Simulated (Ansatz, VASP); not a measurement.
## One calculation of K, two programs

File INCAR:

```
SYSTEM = K
PREC     = Accurate       ! precision mode
ENCUT    = 520            ! plane-wave cutoff, eV
EDIFF    = 1E-6           ! SCF threshold, eV
ISMEAR   = -1             ! smearing method
SIGMA    = 0.05           ! smearing width, eV
LREAL    = .False.        ! projectors in reciprocal space
LASPH    = .True.         ! aspherical terms in the spheres
NELM     = 60             ! most SCF steps
ALGO     = Normal         ! electronic algorithm
ISIF     = 2              ! what is computed and relaxed
LWAVE    = .False.        ! write WAVECAR
LCHARG   = .True.         ! write CHGCAR
GGA      = PS             ! functional
LELF     = .True.         ! ELF
LVHAR    = .True.       
NBANDS   = 10             ! bands
```

The input KPOINTS:

```
Automatic mesh
0
Gamma
  12 12 12
  0 0 0
```

File POSCAR:

```
K
1.0
   -2.2973447619      2.2973447619      2.2973447619
    2.2973447619     -2.2973447619      2.2973447619
    2.2973447619      2.2973447619     -2.2973447619
K
1
Direct
    0.0000000000      0.0000000000      0.0000000000
```

Input for Ansatz:

```yaml
crystal:
  lattice:
    - [-2.2973447619, 2.2973447619, 2.2973447619]
    - [2.2973447619, -2.2973447619, 2.2973447619]
    - [2.2973447619, 2.2973447619, -2.2973447619]
  atoms:
    - { symbol: K, position: [0.0, 0.0, 0.0] }
kpoints:
  mp_grid: { grid: [12, 12, 12] }
scf:
  occupations: { method: fermi_dirac, width: 0.05 }
hamiltonian:
  xc: pbesol
  pseudopotentials: { kind: all_electron, lapw: { basis_error: 0.001 } }
output:
  forces: true
  stress: true
  eigenvalues: true
  populations: true
```

Change from the starting cell: volume scaled by 0.68, LAPW.

Alike in both runs: task single point; functional PBEsol; k mesh 12 × 12 × 12; occupations fermi-dirac, width 0.05 eV; no spin polarisation.

|  | VASP | Ansatz |
| --- | --- | --- |
| version | VASP 6.6.1 | Ansatz 0.2.0 |
| potentials or method | VASP PAW PBE potentials, release 64 (K_sv), cutoff 520 eV | all-electron LAPW, scalar-relativistic |

```tsv
	VASP	Ansatz	Ansatz less VASP
pressure (GPa)	2.9	2.9	+0.01
```

VASP's potentials were made for PBE, not for PBEsol. Ansatz ran all-electron here, and VASP with PAW potentials.
